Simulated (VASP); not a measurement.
NaH, 4 atoms in the cell. Symmetry: P6_3/mmc, No. 194, hexagonal system. The conventional cell has a = 3.953 Å, b = 3.953 Å, c = 4.828 Å, α = 90.00°, β = 90.00°, γ = 120.00°. Within 3.0 Å of Na (site symmetry -6m2) lie 5 H at 2.28 to 2.41 Å. Within 3.0 Å of H (site symmetry -6m2) lie 5 Na at 2.28 to 2.41 Å. 

| Quantity | Value |
| --- | --- |
| Program | VASP 6.6.1 |
| Task | single point |
| Functional | PBE |
| Potentials or basis | VASP PAW PBE potentials, release 64 (Na_pv, H) |
| Cutoff | 500 eV |
| k mesh | 6 × 6 × 6 |
| Occupations | gaussian, width 0.01 eV |
| Spin | no spin polarisation |
| Dipole correction | no |
| Further INCAR settings | ALGO = Normal; EDIFF = 1e-06; NBANDS = 16 |

Potentials or basis: VASP PAW PBE potentials, release 64 (Na_pv, H).

Run with:

```bash
$ cat potpaw_PBE.64/Na_pv/POTCAR potpaw_PBE.64/H/POTCAR > POTCAR
$ mpirun -np 1 vasp_std > vasp.out
```

Hardware: 1 thread of Intel(R) Xeon(R) Platinum 8488C (Sapphire Rapids), on a shared host.

Problem. How long does it take, and how much memory?

Solution. Wall time 39 s on 1 thread of Intel(R) Xeon(R) Platinum 8488C (Sapphire Rapids), with other jobs on the host, peak memory 0.17 GiB. Counts: scf iterations 13, k points 28.
